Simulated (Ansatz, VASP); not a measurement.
AlN in VASP and in Ansatz

Contents of INCAR:

```
SYSTEM = AlN
PREC = Accurate
ENCUT = 520
EDIFF = 1E-7
ISMEAR = 0
SIGMA = 0.05
LREAL = .FALSE.
LASPH = .TRUE.
NELM = 100
ALGO = Normal
ISIF = 2
LWAVE = .FALSE.
LCHARG = .FALSE.
GGA = PE
NBANDS = 26
```

KPOINTS

```
regular mesh
0
G
  8 6 4
  0 0 0
```

File POSCAR:

```
AlN
1.0
   -3.3134793387      0.0000000000      0.0000000000
    0.0000000000      0.0000000000     -4.1875902400
    0.0000000000     -5.7391145645      0.0000000000
Al N
4 4
Direct
    0.5555307522      0.2500000000      0.1666666667
   -0.0555307522      0.2500000000      0.6666666667
    0.0555307522      0.7500000000      0.3333333333
    0.4444692478      0.7500000000      0.8333333333
    0.5535041009      0.7500000000      0.1666666667
   -0.0535041009      0.7500000000      0.6666666667
    0.0535041009      0.2500000000      0.3333333333
    0.4464958991      0.2500000000      0.8333333333
```

Input for Ansatz:

```yaml
crystal:
  lattice:
    - [-3.3134793387, 0.0, 0.0]
    - [0.0, 0.0, -4.18759024]
    - [0.0, -5.7391145645, 0.0]
  atoms:
    - { symbol: Al, position: [0.5555307522, 0.25, 0.1666666667] }
    - { symbol: Al, position: [-0.0555307522, 0.25, 0.6666666667] }
    - { symbol: Al, position: [0.0555307522, 0.75, 0.3333333333] }
    - { symbol: Al, position: [0.4444692478, 0.75, 0.8333333333] }
    - { symbol: "N", position: [0.5535041009, 0.75, 0.1666666667] }
    - { symbol: "N", position: [-0.0535041009, 0.75, 0.6666666667] }
    - { symbol: "N", position: [0.0535041009, 0.25, 0.3333333333] }
    - { symbol: "N", position: [0.4464958991, 0.25, 0.8333333333] }
basis:
  ecutwfc: 520.0
kpoints:
  mp_grid: { grid: [8, 6, 4] }
hamiltonian:
  xc: pbe
  pseudopotentials: { kind: paw, azcp: { folder: soft_1 } }
scf:
  occupations: { method: gaussian, width: 0.05 }
output:
  forces: true
  stress: true
  eigenvalues: true
```

Change from the starting cell: mode 4 frozen in at -0.184 Å and mode 5 at +0.000 Å (largest displacements).

Alike in both runs: task single point; functional PBE; k mesh 8 × 6 × 4; occupations gaussian, width 0.05 eV; no spin polarisation.

|  | VASP | Ansatz |
| --- | --- | --- |
| version | VASP 6.6.1 | Ansatz 0.2.0 |
| potentials or method | VASP PAW PBE potentials, release 64 (Al, N), cutoff 520 eV | scalar-relativistic, plane waves, PAW |
| valence electrons in the cell | 32 | 32 |

|  | VASP | Ansatz | Ansatz less VASP |
| --- | --- | --- | --- |
| gap on the k mesh at the Fermi level (eV) | 3.15 | 3.14 | -0.008 |
| least direct gap on the mesh (eV) | 3.15 | 3.14 | -0.008 |
| pressure (GPa) | -1.9 | -1.7 | +0.17 |
| traceless stress, the component that is largest in VASP (GPa) | 0.98 | 1.02 | +0.046 |
| rms of the force components (eV/Å) | 0.315 | 0.314 | -0.0012 |

Atom by atom the forces differ by 0.002 eV/Å (rms over components).
